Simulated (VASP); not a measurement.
Here is a VASP 6.6.1 calculation.

The input INCAR:

```
SYSTEM = SiNi3
PREC = Accurate ; ENCUT = 520
EDIFF = 1E-7 ; ISMEAR = 0
SIGMA = 0.013000000000000001 ; LREAL = .False.
LASPH = .True. ; NELM = 150
ALGO = Normal ; ISIF = 2
LWAVE = .False. ; LCHARG = .False.
ISPIN = 2 ; MAGMOM = 1 1 1 0
LORBIT = 11 ; LMAXMIX = 4
GGA = PE ; NBANDS = 29
```

The input KPOINTS:

```
regular mesh
0
Gamma
  8 8 8
  0 0 0
```

POSCAR

```
SiNi3
1.0
    3.5420000000      0.0000000000      0.0000000000
    0.0000000000      3.5420000000      0.0000000000
    0.0000000000      0.0000000000      3.5420000000
Ni Si
3 1
Direct
    0.5000000000      0.5000000000      0.0000000000
    0.5000000000      0.0000000000      0.5000000000
    0.0000000000      0.5000000000      0.5000000000
    0.0000000000      0.0000000000      0.0000000000
```

Potentials or basis: VASP PAW PBE potentials, release 64 (Ni, Si).

Command:

```console
$ cat potpaw_PBE.64/Ni/POTCAR potpaw_PBE.64/Si/POTCAR > POTCAR
$ mpirun -np 1 vasp_std > vasp.out
```

Q: Estimate the band gap on the k mesh.

A: Zero (filled and empty bands overlap).

Q: What does it give for the pressure?

A: -6.0 GPa.
